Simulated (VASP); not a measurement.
Rh:

```
Rh
1.0
     0.00000    1.91499    1.91499
     1.91499    0.00000    1.91499
     1.91499    1.91499    0.00000
Rh
1
Cartesian
  0.0000 0.0000 0.0000
```

* Program: VASP 6.6.1
* Task: relaxation of cell and atoms
* Functional: PBEsol
* Potentials or basis: VASP PAW PBE potentials, release 64 (Rh_pv)
* Cutoff: 600 eV
* k mesh: 18 × 18 × 18
* Occupations: gaussian, width 0.1 eV
* Spin: no spin polarisation

At the start: pressure -10.7 GPa; volume 14.05 Å³/atom.

**Question.** How do energy, volume and symmetry change on relaxing?

**Answer.** Over 7 steps the energy falls by 19.2 meV/atom and the volume is 13.49 Å³/atom (-3.9 %); space group Fm-3m (No. 225, to 0.05 Å).

The path:
```
step  energy change (eV)  largest force (eV/Å)  pressure (GPa)  volume (Å³)
   1              0.0000                0.0000          -10.73        14.05
   2              0.1177                0.0000           38.00        12.22
   3             -0.0192                0.0000           -0.43        13.51
   4             -0.0192                0.0000           -0.06        13.50
   5             -0.0192                0.0000            0.17        13.49
   6             -0.0192                0.0000           -0.35        13.51
   7             -0.0192                0.0000            0.01        13.49
```

Final structure:
```cif
data_structure
_symmetry_space_group_name_H-M 'P 1'
_symmetry_Int_Tables_number 1
_cell_length_a 2.6723
_cell_length_b 2.6723
_cell_length_c 2.6723
_cell_angle_alpha 60.000
_cell_angle_beta 60.000
_cell_angle_gamma 60.000
_cell_volume 13.49
loop_
_atom_site_label
_atom_site_type_symbol
_atom_site_fract_x
_atom_site_fract_y
_atom_site_fract_z
_atom_site_occupancy
Rh1 Rh 0.00000 0.00000 0.00000 1
```

Caveat: the PAW data sets were made with another functional, which shifts forces and pressure a little.
